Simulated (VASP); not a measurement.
Ni:

```
Ni
1.0
     0.00000    1.76194    1.76194
    -1.76194    1.76194    0.00000
    -1.76194   -1.76194    3.52387
Ni
2
Direct
  0.00000 0.00000 0.00000
  0.00000 0.50000 0.50000
```

Base run:

| Property | Result |
| --- | --- |
| Program | VASP 6.6.1 |
| Functional | LDA |
| Potentials or basis | VASP PAW LDA potentials, release 64 (Ni) |
| Cutoff | 520 eV |
| k mesh | 15 × 15 × 15 |
| Occupations | fermi-dirac, width 0.1 eV |
| Spin | collinear spin, ferromagnetic start |
| Starting moments | [1.5, 1.5] μB |

Its results: pressure -17.4 GPa.

Q: The run is repeated on the same cell with these changes: spin from collinear spin, ferromagnetic start to no spin polarisation; further incar settings from ALGO = Normal; EDIFF = 1e-07; NBANDS = 21 to ALGO = Normal; EDIFF = 1e-06; NBANDS = 17. What comes out?

A: Pressure -18.1 GPa.
